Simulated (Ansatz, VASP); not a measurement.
## CaSe: VASP beside Ansatz

```
CELL_PARAMETERS angstrom
0.00000 2.96753 2.96753
2.96753 0.00000 2.96753
2.96753 2.96753 0.00000
ATOMIC_POSITIONS crystal
Ca 0.00000 0.00000 0.00000
Se 0.50000 0.50000 0.50000
```

Alike in both runs: task single point; functional PBE; k mesh 8 × 8 × 8; occupations fermi-dirac, width 0.02 eV; no spin polarisation.

|  | VASP | Ansatz |
| --- | --- | --- |
| version | VASP 6.6.1 | Ansatz 0.2.0 |
| potentials or method | VASP PAW PBE potentials, release 64 (Ca_sv, Se) | plane waves, PAW |
| plane-wave cutoff (eV) | 520 | 420 |
| valence electrons in the cell | 16 | 26 |

|  | VASP | Ansatz | Ansatz less VASP |
| --- | --- | --- | --- |
| gap on the k mesh at the Fermi level (eV) | 2.05 | 2.06 | +0.010 |
| pressure (GPa) | 0.7 | 0.6 | -0.17 |

VASP's potentials hold 16 valence electrons a cell and Ansatz's 26, so a difference there can come from the potentials and not from the codes.
